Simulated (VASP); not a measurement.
# Al2Cu (P4/mmm) in VASP: further runs, part 2 of 2

VASP 6.6.1. The steps go on from the part before.

## 3. Single point, PBE

This run uses another cell than the first one, of 16.89 Å³/atom, 1.040 times its volume.

Contents of INCAR:

```
  PREC = Accurate
  ENCUT = 600
  EDIFF = 1E-6
  ISMEAR = 0
  SIGMA = 0.011
  LREAL = False
  LASPH = True
  NELM = 120
  ALGO = Normal
  ISIF = 2
  LWAVE = False
  LCHARG = True
  GGA = PE
  LELF = True
  LVHAR = True
  NBANDS = 16
  GGA_COMPAT = False
```

Contents of KPOINTS:

```
regular mesh
0
Gamma
  2 2 4
```

Contents of POSCAR:

```
Al2Cu
1.0
    4.1592037477      0.0000000000      0.0000000000
    0.0000000000      4.1592037477      0.0000000000
    0.0000000000      0.0000000000      2.9293609553
Al Cu
2 1
Direct
    0.5000000000      0.0000000000      0.5000000000
    0.0000000000      0.5000000000      0.5000000000
    0.0000000000      0.0000000000      0.0000000000
```

Potentials or basis: VASP PAW PBE potentials, release 64 (Al, Cu).

Command:

```sh
$ cat potpaw_PBE.64/Al/POTCAR potpaw_PBE.64/Cu/POTCAR > POTCAR
$ mpirun -np 1 vasp_std > vasp.out
```

OUTCAR:

```text
PREC = Accurate
   ENCUT = 600
   EDIFF = 1E-6
   ISMEAR = 0
   LREAL = False
   LASPH = True
   NELM = 120
   ISIF = 2
   GGA = PE

 ion  position               nearest neighbor table
   1  0.500  0.000  0.500-   3 2.54   3 2.54   3 2.54   3 2.54   2 2.94   2 2.94   2 2.94   2 2.94

   2  0.000  0.500  0.500-   3 2.54   3 2.54   3 2.54   3 2.54   1 2.94   1 2.94   1 2.94   1 2.94

   3  0.000  0.000  0.000-   1 2.54   2 2.54   1 2.54   2 2.54   2 2.54   2 2.54   1 2.54   1 2.54

  LATTYP: Found a simple tetragonal cell.
 ALAT       =     4.1592037477
 C/A-ratio  =     0.7043081159

  Lattice vectors:

 A1 = (   4.1592037477,   0.0000000000,   0.0000000000)
 A2 = (   0.0000000000,   4.1592037477,   0.0000000000)
 A3 = (   0.0000000000,   0.0000000000,   2.9293609553)

Analysis of symmetry for initial positions (statically):
=====================================================================
 Subroutine PRICEL returns:
 Original cell was already a primitive cell.

 Routine SETGRP: Setting up the symmetry group for a
 simple tetragonal supercell.

 Subroutine GETGRP returns: Found 16 space group operations
 (whereof 16 operations were pure point group operations)
 out of a pool of 16 trial point group operations.

The static configuration has the point symmetry D_4h.

Analysis of symmetry for dynamics (positions and initial velocities):
=====================================================================
 Subroutine PRICEL returns:
 Original cell was already a primitive cell.

 Routine SETGRP: Setting up the symmetry group for a
 simple tetragonal supercell.

 Subroutine GETGRP returns: Found 16 space group operations
 (whereof 16 operations were pure point group operations)
 out of a pool of 16 trial point group operations.

The dynamic configuration has the point symmetry D_4h.

 Subroutine INISYM returns: Found 16 space group operations
 (whereof 16 operations are pure point group operations),
 and found     1 'primitive' translations

----------------------------------------------------------------------------------------

                                     Primitive cell

  volume of cell :      50.6749

  direct lattice vectors                    reciprocal lattice vectors
     4.159203748  0.000000000  0.000000000     0.240430635  0.000000000  0.000000000
     0.000000000  4.159203748  0.000000000     0.000000000  0.240430635  0.000000000
     0.000000000  0.000000000  2.929360955     0.000000000  0.000000000  0.341371383

  length of vectors
     4.159203748  4.159203748  2.929360955     0.240430635  0.240430635  0.341371383

  position of ions in fractional coordinates (direct lattice)
     0.500000000  0.000000000  0.500000000
     0.000000000  0.500000000  0.500000000
     0.000000000  0.000000000  0.000000000

  ion indices of the primitive-cell ions
   primitive index   ion index
                 1           1
                 2           2
                 3           3

----------------------------------------------------------------------------------------

 KPOINTS: regular mesh

Automatic generation of k-mesh.
 Grid dimensions read from file:
 generate k-points for:    2    2    4

 Generating k-lattice:

  Cartesian coordinates                     Fractional coordinates (reciprocal lattice)
     0.120215318  0.000000000  0.000000000     0.500000000  0.000000000  0.000000000
     0.000000000  0.120215318  0.000000000     0.000000000  0.500000000  0.000000000
     0.000000000  0.000000000  0.085342846     0.000000000  0.000000000  0.250000000

  Length of vectors
     0.120215318  0.120215318  0.085342846

  Shift w.r.t. Gamma in fractional coordinates (k-lattice)
     0.000000000  0.000000000  0.000000000

 Subroutine IBZKPT returns following result:
 ===========================================

 Found      9 irreducible k-points:

 Following reciprocal coordinates:
            Coordinates               Weight
  0.000000  0.000000  0.000000      1.000000
  0.500000  0.000000  0.000000      2.000000
  0.500000  0.500000  0.000000      1.000000
  0.000000  0.000000  0.250000      2.000000
  0.500000  0.000000  0.250000      4.000000
  0.500000  0.500000  0.250000      2.000000
  0.000000  0.000000  0.500000      1.000000
  0.500000  0.000000  0.500000      2.000000
  0.500000  0.500000  0.500000      1.000000
   k-points           NKPTS =      9   k-points in BZ     NKDIM =      9   number of bands    NBANDS=     16
   number of dos      NEDOS =    301   number of ions     NIONS =      3
   total plane-waves  NPLWV =  31104
   dimension x,y,z NGX =    36 NGY =   36 NGZ =   24
   dimension x,y,z NGXF=    72 NGYF=   72 NGZF=   48
   ions per type =               2   1
   NGX,Y,Z   is equivalent  to a cutoff of  14.39, 14.39, 13.62 a.u.
   NGXF,Y,Z  is equivalent  to a cutoff of  28.78, 28.78, 27.24 a.u.
 SYSTEM =  unknown system
   PREC   = accura    normal or accurate (medium, high low for compatibility)
   ISTART =      0    job   : 0-new  1-cont  2-samecut
   ICHARG =      2    charge: 1-file 2-atom 10-const
   ISPIN  =      1    spin polarized calculation?
   LNONCOLLINEAR =      F non collinear calculations
   LSORBIT =      F    spin-orbit coupling
   LASPH  =      T    aspherical Exc in radial PAW
   ENCUT  =  600.0 eV  44.10 Ry    6.64 a.u.   8.31  8.31  5.85*2*pi/ulx,y,z
   NELM   =    120;   NELMIN=  2; NELMDL= -5     # of ELM steps
   EDIFF  = 0.1E-05   stopping-criterion for ELM
   LREAL  =      F    real-space projection
   EDIFFG = 0.1E-04   stopping-criterion for IOM
   NSW    =      0    number of steps for IOM
   IBRION =     -1    ionic relax: 0-MD 1-quasi-New 2-CG
   NFREE  =      0    steps in history (QN), initial steepest desc. (CG)
   ISIF   =      2    stress and relaxation
   ISYM   =      2    0-nonsym 1-usesym 2-fastsym
   POTIM  = 0.5000    time-step for ionic-motion
   TEBEG  =    0.0;   TEEND  =   0.0 temperature during run
   PSTRESS=    0.0 pullay stress
   NELECT =      17.0000    total number of electrons
   NUPDOWN=      -1.0000    fix difference up-down
   EMIN   =  10.00;   EMAX   =-10.00  energy-range for DOS
   EFERMI =   0.00;   METHOD = LEGACY
   ISMEAR =     0;   SIGMA  =   0.01  broadening in eV -4-tet -1-fermi 0-gaus
   EFERMI_NEDOS =   21; number of points for ismear=-14 and -15
   IALGO  =     38    algorithm
   IMIX   =      4    mixing-type and parameters
     AMIX     =   0.40;   BMIX     =  1.00
     AMIX_MAG =   1.60;   BMIX_MAG =  1.00
  volume/ion in A,a.u.               =      16.89       113.99
  Fermi-wavevector in a.u.,A,eV,Ry     =   1.137523  2.149606 17.605364  1.293958
  Thomas-Fermi vector in A             =   2.274228
   LORBIT       =      0    0 simple, 1 ext, 2 COOP (PROOUT), +10 PAW based schemes
   GGA     = PE    functional components
   LHFCALC =     F    Hartree Fock is set to
   AEXX    =    0.0000 exact exchange contribution
   IVDW    =     0    specifies the selected vdW correction
   LEPSILON=     F    determine dielectric tensor
   LRPA    =     F    only Hartree local field effects (RPA)
 non-spin polarized calculation
 Gauss-broadening in eV      SIGMA  =   0.01
  energy-cutoff  :      600.00
  volume of cell :       50.67
 maximum number of plane-waves:      1704
 NGX is ok and might be reduce to    36
   NGX = 17   NGY = 17   NGZ = 11

 number of electron      17.0000010 magnetization

 Free energy of the ion-electron system (eV)
  ---------------------------------------------------
  ext. energy  EPLUGINS =         0.00000000
  ---------------------------------------------------
  free energy    TOTEN  =       -10.85454908 eV

  energy without entropy =      -10.85377332  energy(sigma->0) =      -10.85416120

 E-fermi :   7.2178     XC(G=0): -10.2108

 val. band max:        6.6722695825   @ k =   0.0000   0.0000   0.2500
 cond. band min:       7.2178117078   @ k =   0.0000   0.0000   0.2500
 fundamental gap:      0.5455421252
 Fermi energy:         7.2178117078

 k-point     1 :       0.0000    0.0000    0.0000
  band No.  band energies     occupation
      1      -3.4840      2.00000
      2       1.5845      2.00000
      3       2.1069      2.00000
      4       2.7400      2.00000
      5       2.9146      2.00000
      6       2.9146      2.00000
[... 148 lines left out ...]
      3       2.6832      2.00000
      4       2.7474      2.00000
      5       3.0291      2.00000
      6       3.4368      2.00000
[... 8 lines left out ...]
     15      19.2431      0.00000
     16      20.7215      0.00000

------------------------ aborting loop because EDIFF is reached ----------------------------------------

  FORCE on cell =-STRESS in cart. coord.  units (eV):
  Direction    XX          YY          ZZ          XY          YZ          ZX
  --------------------------------------------------------------------------------------
  -------------------------------------------------------------------------------------
  Total       -0.1341325     -0.1341325      1.7946647      0.0000000      0.0000000      0.0000000
  in kB       -4.2408340     -4.2408340     56.7414739      0.0000000      0.0000000      0.0000000
  external PRESSURE =      16.0866020 kB  Pullay stress =       0.0000000 kB

 VOLUME and BASIS-vectors are now :
 -----------------------------------------------------------------------------
  energy-cutoff  :      600.00
  volume of cell :       50.67
      direct lattice vectors                 reciprocal lattice vectors
     4.159203748  0.000000000  0.000000000     0.240430635  0.000000000  0.000000000
     0.000000000  4.159203748  0.000000000     0.000000000  0.240430635  0.000000000
     0.000000000  0.000000000  2.929360955     0.000000000  0.000000000  0.341371383

 POSITION                                       TOTAL-FORCE (eV/Angst)
 -----------------------------------------------------------------------------------
      2.07960      0.00000      1.46468         0.000000      0.000000      0.000000
      0.00000      2.07960      1.46468         0.000000      0.000000      0.000000
      0.00000      0.00000      0.00000         0.000000      0.000000      0.000000
 -----------------------------------------------------------------------------------
    total drift:                                0.000000     -0.000000     -0.000000

  FREE ENERGIE OF THE ION-ELECTRON SYSTEM (eV)
  ---------------------------------------------------
  free  energy   TOTEN  =       -10.8545490791 eV

  energy  without entropy=      -10.8537733184  energy(sigma->0) =      -10.85416120
```

OSZICAR:

```text
N       E                     dE             d eps       ncg     rms          rms(c)
DAV:   1     0.642968378574E+02    0.64297E+02   -0.74009E+03   296   0.122E+03
DAV:   2    -0.102481170930E+02   -0.74545E+02   -0.65809E+02   296   0.216E+02
DAV:   3    -0.128189547908E+02   -0.25708E+01   -0.25280E+01   384   0.426E+01
DAV:   4    -0.128785258531E+02   -0.59571E-01   -0.59529E-01   392   0.544E+00
DAV:   5    -0.128817751311E+02   -0.32493E-02   -0.32492E-02   440   0.149E+00    0.143E+01
DAV:   6    -0.151881505334E+02   -0.23064E+01   -0.40654E+01   304   0.181E+02    0.119E+01
DAV:   7    -0.110400015697E+02    0.41481E+01   -0.10451E+01   344   0.754E+01    0.271E+00
DAV:   8    -0.109538497943E+02    0.86152E-01   -0.21430E+00   376   0.362E+01    0.279E+00
DAV:   9    -0.108537426780E+02    0.10011E+00   -0.44879E-01   360   0.167E+01    0.275E-01
DAV:  10    -0.108551096238E+02   -0.13669E-02   -0.16306E-02   472   0.224E+00    0.280E-01
DAV:  11    -0.108548103041E+02    0.29932E-03   -0.58163E-04   432   0.348E-01    0.177E-01
DAV:  12    -0.108545861284E+02    0.22418E-03   -0.45123E-04   400   0.529E-01    0.579E-02
DAV:  13    -0.108545523774E+02    0.33751E-04   -0.21812E-04   416   0.332E-01    0.227E-02
DAV:  14    -0.108545496616E+02    0.27158E-05   -0.12743E-05   416   0.382E-02    0.492E-03
DAV:  15    -0.108545490791E+02    0.58251E-06   -0.52134E-07   264   0.139E-02
   1 F= -.10854549E+02 E0= -.10854161E+02  d E =-.775761E-03
```

stdout:

```text
POSCAR found type information on POSCAR AlCu
 POSCAR found :  2 types and       3 ions
 scaLAPACK will be used
 LDA part: xc-table for (Slater+PW92), standard interpolation
 POSCAR, INCAR and KPOINTS ok, starting setup
 FFT: planning ... GRIDC
 FFT: planning ... GRID_SOFT
 FFT: planning ... GRID
 WAVECAR not read
 entering main loop
```

Wall time 11 s (1 thread of Intel Xeon Platinum 8488C (Sapphire Rapids), shared host); peak memory 0.17 GiB.

What came out:

* Free energy: -10.8545 eV
* Pressure: 1.6 GPa

Levels at points of the mesh, in eV from the Fermi level:
| k point | band 7 | band 8 | band 9 | band 10 | band 11 | band 12 |
| --- | --- | --- | --- | --- | --- | --- |
| (0.00, 0.00, 0.00) | -2.72 | -2.72 | -0.64 | 0.47 | 5.34 | 5.54 |
| (0.50, 0.00, 0.00) | -4.30 | -1.43 | 1.08 | 1.27 | 1.35 | 6.70 |
| (0.50, 0.50, 0.00) | -4.33 | -4.33 | -2.77 | 8.00 | 8.00 | 8.67 |
| (0.00, 0.00, 0.50) | -3.35 | 1.97 | 1.97 | 1.98 | 2.34 | 2.34 |
| (0.50, 0.00, 0.50) | -3.36 | -2.85 | -2.15 | 3.10 | 3.54 | 3.77 |
| (0.50, 0.50, 0.50) | -2.61 | -2.61 | -1.32 | -1.28 | -0.65 | -0.65 |

Caveat: the k points lie up to 0.76 Å⁻¹ apart.

## 4. Single point, PBE, collinear spin, zero start

Contents of INCAR:

```
  ALGO = Normal
  EDIFF = 1E-6
  ENCUT = 600
  GGA = PE
  GGA_COMPAT = False
  ISIF = 2
  ISMEAR = -1
  ISPIN = 2
  LASPH = True
  LCHARG = True
  LELF = True
  LMAXMIX = 4
  LORBIT = 11
  LREAL = False
  LVHAR = True
  LWAVE = False
  MAGMOM = 0 0 0
  NBANDS = 20
  NELM = 200
  PREC = Accurate
  SIGMA = 0.008617333262145177
```

Contents of KPOINTS:

```
k-points
0
Gamma
  2 2 2
```

Contents of POSCAR:

```
Al2Cu
1.0
    4.1051820000      0.0000000000      0.0000000000
    0.0000000000      4.1051820000      0.0000000000
    0.0000000000      0.0000000000      2.8913130000
Al Cu
2 1
Direct
    0.5000000000      0.0000000000      0.5000000000
    0.0000000000      0.5000000000      0.5000000000
    0.0000000000      0.0000000000      0.0000000000
```

Command:

```sh
$ cat potpaw_PBE.64/Al/POTCAR potpaw_PBE.64/Cu/POTCAR > POTCAR
$ mpirun -np 1 vasp_std > vasp.out
```

It took 18 s on 1 thread of Intel Xeon Platinum 8488C (Sapphire Rapids), shared host; peak memory 0.19 GiB.

Results (log left out):

```
Free energy                                           : -11.6113 eV
Pressure                                              : -2.2 GPa
Net moment                                            : 0.00 μB per cell
Valence electrons inside the program's atomic spheres : Al 0.76; Cu 10.14
```

Stress tensor (GPa, compression positive):
```
-8.95  0.00  0.00
 0.00 -8.95  0.00
 0.00  0.00 11.34
```

Levels at points of the mesh, in eV from the Fermi level:
Spin up:
```csv
k point,band 4,band 5,band 6,band 7,band 8,band 9,band 10,band 11,band 12,band 13
"(0.00, 0.00, 0.00)",-3.84,-3.62,-3.62,-1.78,-1.78,0.36,1.43,6.54,6.72,6.72
"(0.50, 0.00, 0.00)",-4.04,-3.88,-3.65,-3.62,-0.42,2.03,2.25,2.46,7.96,8.99
"(0.50, 0.50, 0.00)",-4.91,-3.95,-3.72,-3.65,-3.65,-2.02,9.12,9.12,9.95,10.44
"(0.00, 0.00, 0.50)",-4.54,-4.33,-3.67,-2.56,3.01,3.01,3.01,3.36,3.36,3.70
"(0.50, 0.00, 0.50)",-4.34,-3.75,-3.69,-2.48,-1.98,-1.29,4.15,4.63,4.89,5.53
"(0.50, 0.50, 0.50)",-3.85,-3.45,-2.78,-1.68,-1.68,-0.45,-0.24,0.37,0.37,2.91
```
Spin down:
| k point | band 4 | band 5 | band 6 | band 7 | band 8 | band 9 | band 10 | band 11 | band 12 | band 13 |
| --- | --- | --- | --- | --- | --- | --- | --- | --- | --- | --- |
| (0.00, 0.00, 0.00) | -3.84 | -3.62 | -3.62 | -1.78 | -1.78 | 0.36 | 1.43 | 6.54 | 6.72 | 6.72 |
| (0.50, 0.00, 0.00) | -4.04 | -3.88 | -3.65 | -3.62 | -0.42 | 2.03 | 2.25 | 2.46 | 7.96 | 8.99 |
| (0.50, 0.50, 0.00) | -4.91 | -3.95 | -3.72 | -3.64 | -3.64 | -2.02 | 9.12 | 9.12 | 9.95 | 10.44 |
| (0.00, 0.00, 0.50) | -4.54 | -4.33 | -3.67 | -2.56 | 3.01 | 3.01 | 3.01 | 3.36 | 3.36 | 3.70 |
| (0.50, 0.00, 0.50) | -4.34 | -3.75 | -3.69 | -2.48 | -1.98 | -1.29 | 4.15 | 4.62 | 4.89 | 5.53 |
| (0.50, 0.50, 0.50) | -3.85 | -3.45 | -2.78 | -1.68 | -1.68 | -0.45 | -0.24 | 0.37 | 0.37 | 2.91 |

Caveat: the k points lie up to 1.09 Å⁻¹ apart.

## 5. Single point, PBE

Contents of INCAR:

```
ALGO = Normal
EDIFF = 1E-6
ENCUT = 600
GGA = PE
GGA_COMPAT = False
ISIF = 2
ISMEAR = -1
LASPH = True
LCHARG = True
LELF = True
LREAL = False
LVHAR = True
LWAVE = False
NBANDS = 16
NELM = 120
PREC = Accurate
SIGMA = 0.086
```

Contents of KPOINTS:

```
k-points
0
Gamma
  4 4 4
```

POSCAR is that of step 4.

Command:

```sh
$ cat potpaw_PBE.64/Al/POTCAR potpaw_PBE.64/Cu/POTCAR > POTCAR
$ mpirun -np 1 vasp_std > vasp.out
```

Run time: 16 s. Hardware: 1 thread of Intel Xeon Platinum 8488C (Sapphire Rapids), shared host; peak memory 0.18 GiB.

The run converged. Its results:

```
Free energy : -11.1310 eV
Pressure    : 1.1 GPa
```

Stress tensor (GPa, compression positive):
```
 3.47  0.00  0.00
 0.00  3.47  0.00
 0.00  0.00 -3.67
```

Levels at points of the mesh, in eV from the Fermi level:
| k point | band 6 | band 7 | band 8 | band 9 | band 10 | band 11 | band 12 | band 13 |
| --- | --- | --- | --- | --- | --- | --- | --- | --- |
| (0.00, 0.00, 0.00) | -4.18 | -2.48 | -2.48 | -0.22 | 0.81 | 5.84 | 6.07 | 6.07 |
| (0.50, 0.00, 0.00) | -4.21 | -4.18 | -1.17 | 1.46 | 1.66 | 1.79 | 7.23 | 8.27 |
| (0.50, 0.50, 0.00) | -4.34 | -4.21 | -4.21 | -2.52 | 8.41 | 8.41 | 9.17 | 9.75 |
| (0.00, 0.00, 0.50) | -4.18 | -3.17 | 2.38 | 2.40 | 2.40 | 2.65 | 2.65 | 3.04 |
| (0.50, 0.00, 0.50) | -4.24 | -3.16 | -2.62 | -1.82 | 3.55 | 3.89 | 4.22 | 4.82 |
| (0.50, 0.50, 0.50) | -3.61 | -2.37 | -2.37 | -0.99 | -0.98 | -0.22 | -0.22 | 2.34 |

Caveat: the k points lie up to 0.54 Å⁻¹ apart.

## 6. Overview

| spin | cell | k mesh | smearing | gap on the mesh (eV) | pressure (GPa) |
| --- | --- | --- | --- | --- | --- |
| off | a = 4.105, b = 4.105, c = 2.891 Å, 3 atoms | 3 × 3 × 3 | gaussian 0.1 eV | none | 1.3 |
| off | a = 4.159, b = 4.159, c = 2.929 Å, 3 atoms | 2 × 2 × 4 | gaussian 0.011 eV | none | 1.6 |
| collinear, zero start | a = 4.105, b = 4.105, c = 2.891 Å, 3 atoms | 2 × 2 × 2 | fermi-dirac 0.00861733 eV | none | -2.2 |
| off | a = 4.105, b = 4.105, c = 2.891 Å, 3 atoms | 4 × 4 × 4 | fermi-dirac 0.086 eV | none | 1.1 |

Alike in all rows: task single point; level PBE; potentials or basis VASP PAW PBE potentials, release 64 (Al, Cu); cutoff (eV) 600.

Caveats: all runs use coarse meshes.

Absolute energies hang on the potentials; compare differences alone.
